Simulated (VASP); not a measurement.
# Y3Rh (Pm-3m) in VASP: a series of runs

Y3Rh is run at these levels: PBE; tasks: single point.

Program: VASP 6.6.1. These are calculated values, not measurements. Logs are shortened: lines on timing, memory, paths and dates and some standing lists are left out, and cuts for length are marked.

**1. The cell of the first run**

Symmetry: Pm-3m, No. 221, cubic system. The conventional cell has a = 4.762 Å, b = 4.762 Å, c = 4.762 Å, α = 90.00°, β = 90.00°, γ = 90.00°. Within 4.4 Å of Y (site symmetry 4/mmm) lie 8 Y at 3.37 Å and 4 Rh at 3.37 Å. Rh (site symmetry m-3m) has 12 Y at 3.37 Å within 4.4 Å.

**2. Single point, PBE**

Input file INCAR:

```
SYSTEM = Y3Rh
  PREC = Accurate
  ENCUT = 520
  EDIFF = 1E-7
  ISMEAR = 0
  SIGMA = 0.1
  LREAL = .FALSE.
  LASPH = .TRUE.
  NELM = 100
  ALGO = Fast
  ISIF = 2
  LWAVE = .FALSE.
  LCHARG = .FALSE.
  GGA = PE
  NBANDS = 32
```

Input file KPOINTS:

```
Automatic mesh
0
G
  4 4 4
  0 0 0
```

Input file POSCAR:

```
Y3Rh
1.0
    4.7623923618      0.0000000000      0.0000000000
    0.0000000000      4.7623923618      0.0000000000
    0.0000000000      0.0000000000      4.7623923618
Y Rh
3 1
Direct
    0.0000000000      0.5000000000      0.5000000000
    0.5000000000      0.0000000000      0.5000000000
    0.5000000000      0.5000000000      0.0000000000
    0.0000000000      0.0000000000      0.0000000000
```

Potentials or basis: VASP PAW PBE potentials, release 64 (Y_sv, Rh_pv).

Launch:

```console
> cat potpaw_PBE.64/Y_sv/POTCAR potpaw_PBE.64/Rh_pv/POTCAR > POTCAR
> mpirun -np 1 vasp_std > vasp.out
```

OUTCAR:

```text
SYSTEM = Y3Rh
   PREC = Accurate
   ENCUT = 520
   EDIFF = 1E-7
   ISMEAR = 0
   LREAL = .FALSE.
   LASPH = .TRUE.
   NELM = 100
   ISIF = 2
   GGA = PE

 ion  position               nearest neighbor table
   1  0.000  0.500  0.500-   2 3.37   3 3.37   4 3.37   3 3.37   4 3.37   2 3.37   4 3.37   4 3.37
                             2 3.37   3 3.37   3 3.37   2 3.37
   2  0.500  0.000  0.500-   1 3.37   3 3.37   4 3.37   3 3.37   4 3.37   1 3.37   3 3.37   3 3.37
                             1 3.37   4 3.37   4 3.37   1 3.37
   3  0.500  0.500  0.000-   1 3.37   2 3.37   4 3.37   1 3.37   2 3.37   2 3.37   4 3.37   2 3.37
                             1 3.37   4 3.37   1 3.37   4 3.37
   4  0.000  0.000  0.000-   1 3.37   2 3.37   3 3.37   1 3.37   2 3.37   1 3.37   3 3.37   1 3.37
                             2 3.37   3 3.37   2 3.37   3 3.37

  LATTYP: Found a simple cubic cell.
 ALAT       =     4.7623923618

  Lattice vectors:

 A1 = (   4.7623923618,   0.0000000000,   0.0000000000)
 A2 = (   0.0000000000,   4.7623923618,   0.0000000000)
 A3 = (   0.0000000000,   0.0000000000,   4.7623923618)

Analysis of symmetry for initial positions (statically):
=====================================================================
 Subroutine PRICEL returns:
 Original cell was already a primitive cell.

 Routine SETGRP: Setting up the symmetry group for a
 simple cubic supercell.

 Subroutine GETGRP returns: Found 48 space group operations
 (whereof 48 operations were pure point group operations)
 out of a pool of 48 trial point group operations.

The static configuration has the point symmetry O_h .

Analysis of symmetry for dynamics (positions and initial velocities):
=====================================================================
 Subroutine PRICEL returns:
 Original cell was already a primitive cell.

 Routine SETGRP: Setting up the symmetry group for a
 simple cubic supercell.

 Subroutine GETGRP returns: Found 48 space group operations
 (whereof 48 operations were pure point group operations)
 out of a pool of 48 trial point group operations.

The dynamic configuration has the point symmetry O_h .

 Subroutine INISYM returns: Found 48 space group operations
 (whereof 48 operations are pure point group operations),
 and found     1 'primitive' translations

----------------------------------------------------------------------------------------

                                     Primitive cell

  volume of cell :     108.0129

  direct lattice vectors                    reciprocal lattice vectors
     4.762392362  0.000000000  0.000000000     0.209978499  0.000000000  0.000000000
     0.000000000  4.762392362  0.000000000     0.000000000  0.209978499  0.000000000
     0.000000000  0.000000000  4.762392362     0.000000000  0.000000000  0.209978499

  length of vectors
     4.762392362  4.762392362  4.762392362     0.209978499  0.209978499  0.209978499

  position of ions in fractional coordinates (direct lattice)
     0.000000000  0.500000000  0.500000000
     0.500000000  0.000000000  0.500000000
     0.500000000  0.500000000  0.000000000
     0.000000000  0.000000000  0.000000000

  ion indices of the primitive-cell ions
   primitive index   ion index
                 1           1
                 2           2
                 3           3
                 4           4

----------------------------------------------------------------------------------------

 KPOINTS: Automatic mesh

Automatic generation of k-mesh.
 Grid dimensions read from file:
 generate k-points for:    4    4    4

 Generating k-lattice:

  Cartesian coordinates                     Fractional coordinates (reciprocal lattice)
     0.052494625  0.000000000  0.000000000     0.250000000  0.000000000  0.000000000
     0.000000000  0.052494625  0.000000000     0.000000000  0.250000000  0.000000000
     0.000000000  0.000000000  0.052494625     0.000000000  0.000000000  0.250000000

  Length of vectors
     0.052494625  0.052494625  0.052494625

  Shift w.r.t. Gamma in fractional coordinates (k-lattice)
     0.000000000  0.000000000  0.000000000

 Subroutine IBZKPT returns following result:
 ===========================================

 Found     10 irreducible k-points:

 Following reciprocal coordinates:
            Coordinates               Weight
  0.000000  0.000000  0.000000      1.000000
  0.250000  0.000000  0.000000      6.000000
  0.500000  0.000000  0.000000      3.000000
  0.250000  0.250000  0.000000     12.000000
  0.500000  0.250000  0.000000     12.000000
  0.500000  0.500000  0.000000      3.000000
  0.250000  0.250000  0.250000      8.000000
  0.500000  0.250000  0.250000     12.000000
  0.500000  0.500000  0.250000      6.000000
  0.500000  0.500000  0.500000      1.000000
   k-points           NKPTS =     10   k-points in BZ     NKDIM =     10   number of bands    NBANDS=     32
   number of dos      NEDOS =    301   number of ions     NIONS =      4
   total plane-waves  NPLWV =  46656
   dimension x,y,z NGX =    36 NGY =   36 NGZ =   36
   dimension x,y,z NGXF=    72 NGYF=   72 NGZF=   72
   ions per type =               3   1
   NGX,Y,Z   is equivalent  to a cutoff of  12.57, 12.57, 12.57 a.u.
   NGXF,Y,Z  is equivalent  to a cutoff of  25.13, 25.13, 25.13 a.u.
 SYSTEM =  Y3Rh
   PREC   = accura    normal or accurate (medium, high low for compatibility)
   ISTART =      0    job   : 0-new  1-cont  2-samecut
   ICHARG =      2    charge: 1-file 2-atom 10-const
   ISPIN  =      1    spin polarized calculation?
   LNONCOLLINEAR =      F non collinear calculations
   LSORBIT =      F    spin-orbit coupling
   LASPH  =      T    aspherical Exc in radial PAW
   ENCUT  =  520.0 eV  38.22 Ry    6.18 a.u.   8.85  8.85  8.85*2*pi/ulx,y,z
   NELM   =    100;   NELMIN=  2; NELMDL= -5     # of ELM steps
   EDIFF  = 0.1E-06   stopping-criterion for ELM
   LREAL  =      F    real-space projection
   EDIFFG = 0.1E-05   stopping-criterion for IOM
   NSW    =      0    number of steps for IOM
   IBRION =     -1    ionic relax: 0-MD 1-quasi-New 2-CG
   NFREE  =      0    steps in history (QN), initial steepest desc. (CG)
   ISIF   =      2    stress and relaxation
   ISYM   =      2    0-nonsym 1-usesym 2-fastsym
   POTIM  = 0.5000    time-step for ionic-motion
   TEBEG  =    0.0;   TEEND  =   0.0 temperature during run
   PSTRESS=    0.0 pullay stress
   NELECT =      48.0000    total number of electrons
   NUPDOWN=      -1.0000    fix difference up-down
   EMIN   =  10.00;   EMAX   =-10.00  energy-range for DOS
   EFERMI =   0.00;   METHOD = LEGACY
   ISMEAR =     0;   SIGMA  =   0.10  broadening in eV -4-tet -1-fermi 0-gaus
   EFERMI_NEDOS =   21; number of points for ismear=-14 and -15
   IALGO  =     68    algorithm
   IMIX   =      4    mixing-type and parameters
     AMIX     =   0.40;   BMIX     =  1.00
     AMIX_MAG =   1.60;   BMIX_MAG =  1.00
  volume/ion in A,a.u.               =      27.00       182.23
  Fermi-wavevector in a.u.,A,eV,Ry     =   1.249290  2.360817 21.234973  1.560727
  Thomas-Fermi vector in A             =   2.383338
   LORBIT       =      0    0 simple, 1 ext, 2 COOP (PROOUT), +10 PAW based schemes
   GGA     = PE    functional components
   LHFCALC =     F    Hartree Fock is set to
   AEXX    =    0.0000 exact exchange contribution
   IVDW    =     0    specifies the selected vdW correction
   LEPSILON=     F    determine dielectric tensor
   LRPA    =     F    only Hartree local field effects (RPA)
 non-spin polarized calculation
 RMM-DIIS sequential band-by-band and
 Gauss-broadening in eV      SIGMA  =   0.10
  energy-cutoff  :      520.00
  volume of cell :      108.01
 maximum number of plane-waves:      2945
 NGX is ok and might be reduce to    36
   NGX = 17   NGY = 17   NGZ = 17

 number of electron      47.9999993 magnetization

 Free energy of the ion-electron system (eV)
  ---------------------------------------------------
  ext. energy  EPLUGINS =         0.00000000
  ---------------------------------------------------
  free energy    TOTEN  =       -26.90483416 eV

  energy without entropy =      -26.85747523  energy(sigma->0) =      -26.88115469

 E-fermi :   4.2232     XC(G=0): -10.1973

 val. band max:        4.1822926783   @ k =   0.5000   0.5000   0.0000
 cond. band min:       4.2471537869   @ k =   0.5000   0.2500   0.0000
 fundamental gap:      0.0648611086
 Fermi energy:         4.2232360881

 k-point     1 :       0.0000    0.0000    0.0000
  band No.  band energies     occupation
      1     -41.3651      2.00000
      2     -41.3651      2.00000
      3     -41.3651      2.00000
      4     -38.5710      2.00000
      5     -38.4333      2.00000
      6     -38.4333      2.00000
[... 24 lines left out ...]
     31       8.1935      0.00000
     32       8.1935      0.00000

 k-point     2 :       0.2500    0.0000    0.0000
  band No.  band energies     occupation
      1     -41.3654      2.00000
      2     -41.3651      2.00000
      3     -41.3651      2.00000
      4     -38.5533      2.00000
      5     -38.4507      2.00000
      6     -38.4331      2.00000
[... 24 lines left out ...]
     31       7.8748      0.00000
     32       7.9212      0.00000

 k-point     3 :       0.5000    0.0000    0.0000
  band No.  band energies     occupation
      1     -41.3657      2.00000
      2     -41.3651      2.00000
      3     -41.3651      2.00000
      4     -38.5245      2.00000
      5     -38.4792      2.00000
      6     -38.4329      2.00000
[... 24 lines left out ...]
     31       6.4241      0.00000
     32       7.4597      0.00000

 k-point     4 :       0.2500    0.2500    0.0000
  band No.  band energies     occupation
      1     -41.3654      2.00000
      2     -41.3653      2.00000
      3     -41.3651      2.00000
      4     -38.5376      2.00000
      5     -38.4559      2.00000
      6     -38.4431      2.00000
[... 24 lines left out ...]
     31       7.5919      0.00000
     32       7.6591      0.00000

 k-point     5 :       0.5000    0.2500    0.0000
  band No.  band energies     occupation
      1     -41.3656      2.00000
      2     -41.3653      2.00000
      3     -41.3651      2.00000
      4     -38.5111      2.00000
      5     -38.4788      2.00000
      6     -38.4463      2.00000
[... 24 lines left out ...]
     31       6.6757      0.00000
     32       6.7988      0.00000

 k-point     6 :       0.5000    0.5000    0.0000
  band No.  band energies     occupation
      1     -41.3655      2.00000
      2     -41.3655      2.00000
      3     -41.3651      2.00000
      4     -38.4789      2.00000
      5     -38.4784      2.00000
      6     -38.4784      2.00000
[... 24 lines left out ...]
     31       6.9550      0.00000
     32       6.9553      0.00000

 k-point     7 :       0.2500    0.2500    0.2500
  band No.  band energies     occupation
      1     -41.3654      2.00000
      2     -41.3653      2.00000
      3     -41.3653      2.00000
      4     -38.5246      2.00000
      5     -38.4558      2.00000
      6     -38.4558      2.00000
[... 24 lines left out ...]
     31       7.4496      0.00000
     32       7.9899      0.00000

 k-point     8 :       0.5000    0.2500    0.2500
  band No.  band energies     occupation
      1     -41.3655      2.00000
      2     -41.3653      2.00000
      3     -41.3652      2.00000
      4     -38.5015      2.00000
      5     -38.4786      2.00000
      6     -38.4556      2.00000
[... 24 lines left out ...]
     31       6.8936      0.00000
     32       7.6900      0.00000

 k-point     9 :       0.5000    0.5000    0.2500
  band No.  band energies     occupation
      1     -41.3654      2.00000
      2     -41.3654      2.00000
      3     -41.3652      2.00000
      4     -38.4786      2.00000
      5     -38.4783      2.00000
      6     -38.4783      2.00000
[... 24 lines left out ...]
     31       6.2717      0.00000
     32       7.7288      0.00000

 k-point    10 :       0.5000    0.5000    0.5000
  band No.  band energies     occupation
      1     -41.3653      2.00000
      2     -41.3653      2.00000
      3     -41.3653      2.00000
      4     -38.4782      2.00000
      5     -38.4782      2.00000
      6     -38.4782      2.00000
[... 24 lines left out ...]
     31       5.8657      0.00000
     32       7.7828      0.00000

------------------------ aborting loop because EDIFF is reached ----------------------------------------

  FORCE on cell =-STRESS in cart. coord.  units (eV):
  Direction    XX          YY          ZZ          XY          YZ          ZX
  --------------------------------------------------------------------------------------
  -------------------------------------------------------------------------------------
  Total       -2.4834165     -2.4834165     -2.4834165     -0.0000000      0.0000000     -0.0000000
  in kB      -36.8370310    -36.8370310    -36.8370310     -0.0000000      0.0000000     -0.0000000
  external PRESSURE =     -36.8370310 kB  Pullay stress =       0.0000000 kB

 VOLUME and BASIS-vectors are now :
 -----------------------------------------------------------------------------
  energy-cutoff  :      520.00
  volume of cell :      108.01
      direct lattice vectors                 reciprocal lattice vectors
     4.762392362  0.000000000  0.000000000     0.209978499  0.000000000  0.000000000
     0.000000000  4.762392362  0.000000000     0.000000000  0.209978499  0.000000000
     0.000000000  0.000000000  4.762392362     0.000000000  0.000000000  0.209978499

 POSITION                                       TOTAL-FORCE (eV/Angst)
 -----------------------------------------------------------------------------------
      0.00000      2.38120      2.38120         0.000000      0.000000      0.000000
      2.38120      0.00000      2.38120         0.000000      0.000000      0.000000
      2.38120      2.38120      0.00000         0.000000      0.000000      0.000000
      0.00000      0.00000      0.00000         0.000000      0.000000      0.000000
 -----------------------------------------------------------------------------------
    total drift:                                0.000000      0.000000      0.000000

  FREE ENERGIE OF THE ION-ELECTRON SYSTEM (eV)
  ---------------------------------------------------
  free  energy   TOTEN  =       -26.9048341584 eV

  energy  without entropy=      -26.8574752269  energy(sigma->0) =      -26.88115469
```

It took 66 s on 1 thread of Intel Xeon Platinum 8375C at 2.90GHz (Ice Lake), shared host; peak memory 0.23 GiB.

What came out:

```yaml
Free_energy: -26.9048 eV
Pressure: -3.7 GPa
Band_gap_on_the_k_mesh: zero (band 24 reaches 4.53 eV, above the bottom of band 25 at 4.17 eV)
```

**3. Single point, PBE**

This run uses another cell than the first one, of 25.30 Å³/atom, 0.937 times its volume.

Input file INCAR:

```
SYSTEM = Y3Rh
PREC     = Accurate       ! precision mode
ENCUT    = 520            ! plane-wave cutoff, eV
EDIFF    = 1E-7           ! SCF threshold, eV
ISMEAR   = 0              ! smearing method
SIGMA    = 0.1            ! smearing width, eV
LREAL    = .FALSE.        ! projectors in reciprocal space
LASPH    = .TRUE.         ! aspherical terms in the spheres
NELM     = 80             ! most SCF steps
ALGO     = Fast           ! electronic algorithm
ISIF     = 2              ! what is computed and relaxed
LWAVE    = .FALSE.        ! write WAVECAR
LCHARG   = .FALSE.        ! write CHGCAR
GGA      = PE             ! functional
NBANDS   = 32             ! bands
```

Input file KPOINTS:

```
regular mesh
0
G
  10 10 10
  0 0 0
```

Input file POSCAR:

```
Y3Rh
1.0
    4.6599281430      0.0000000000      0.0000000000
    0.0000000000      4.6599281430      0.0000000000
    0.0000000000      0.0000000000      4.6599281430
Y Rh
3 1
Direct
    0.0000000000      0.5000000000      0.5000000000
    0.5000000000      0.0000000000      0.5000000000
    0.5000000000      0.5000000000      0.0000000000
    0.0000000000      0.0000000000      0.0000000000
```

Potentials or basis: VASP PAW PBE potentials, release 64 (Y_sv, Rh_pv).

Launch:

```console
> cat potpaw_PBE.64/Y_sv/POTCAR potpaw_PBE.64/Rh_pv/POTCAR > POTCAR
> mpirun -np 1 vasp_std > vasp.out
```

Wall time 3.5 min (1 thread of Intel Xeon Platinum 8375C at 2.90GHz (Ice Lake), shared host); peak memory 0.34 GiB.

The run converged. Its results:

* Free energy: -27.0566 eV
* Pressure: -0.1 GPa
* Band gap on the k mesh: zero (band 24 reaches 5.10 eV, above the bottom of band 25 at 4.46 eV)

Levels at points of the mesh, in eV from the Fermi level:
```csv
k point,band 22,band 23,band 24,band 25,band 26,band 27
"(0.00, 0.00, 0.00)",-2.34,0.30,0.30,0.30,1.25,1.25
"(0.50, 0.00, 0.00)",-1.37,-1.18,-0.22,0.03,0.03,1.76
"(0.50, 0.50, 0.00)",-1.61,-1.23,-0.54,-0.14,0.32,0.46
"(0.50, 0.50, 0.50)",-0.19,-0.19,-0.19,1.01,1.01,1.01
```

**4. Single point, PBE**

This run uses another cell than the first one, of 25.30 Å³/atom, 0.937 times its volume.

Input file INCAR:

```
PREC     = Accurate       # precision mode
ENCUT    = 520            # plane-wave cutoff, eV
EDIFF    = 1E-7           # SCF threshold, eV
ISMEAR   = 0              # smearing method
SIGMA    = 0.1            # smearing width, eV
LREAL    = False          # projectors in reciprocal space
LASPH    = True           # aspherical terms in the spheres
NELM     = 80             # most SCF steps
ALGO     = Fast           # electronic algorithm
ISIF     = 2              # what is computed and relaxed
LWAVE    = False          # write WAVECAR
LCHARG   = False          # write CHGCAR
GGA      = PE             # functional
NBANDS   = 32             # bands
```

Input file KPOINTS:

```
regular mesh
0
Gamma
  10 10 10
```

POSCAR is that of step 3.

Launch:

```console
> cat potpaw_PBE.64/Y_sv/POTCAR potpaw_PBE.64/Rh_pv/POTCAR > POTCAR
> mpirun -np 1 vasp_std > vasp.out
```

It took 3.8 min on 1 thread of Intel Xeon Platinum 8375C at 2.90GHz (Ice Lake), shared host; peak memory 0.34 GiB.

It converged, with:

- Free energy: -27.0566 eV
- Pressure: -0.1 GPa
- Band gap on the k mesh: zero (band 24 reaches 5.10 eV, above the bottom of band 25 at 4.46 eV)

Levels at points of the mesh, in eV from the Fermi level:
| k point | band 20 | band 21 | band 22 | band 23 | band 24 | band 25 | band 26 | band 27 | band 28 | band 29 |
| --- | --- | --- | --- | --- | --- | --- | --- | --- | --- | --- |
| (0.00, 0.00, 0.00) | -2.34 | -2.34 | -2.34 | 0.30 | 0.30 | 0.30 | 1.25 | 1.25 | 2.80 | 2.80 |
| (0.50, 0.00, 0.00) | -1.66 | -1.66 | -1.37 | -1.18 | -0.22 | 0.03 | 0.03 | 1.76 | 1.76 | 2.05 |
| (0.50, 0.50, 0.00) | -1.68 | -1.61 | -1.61 | -1.23 | -0.54 | -0.14 | 0.32 | 0.46 | 0.46 | 2.08 |
| (0.50, 0.50, 0.50) | -1.40 | -1.40 | -0.19 | -0.19 | -0.19 | 1.01 | 1.01 | 1.01 | 1.43 | 1.68 |
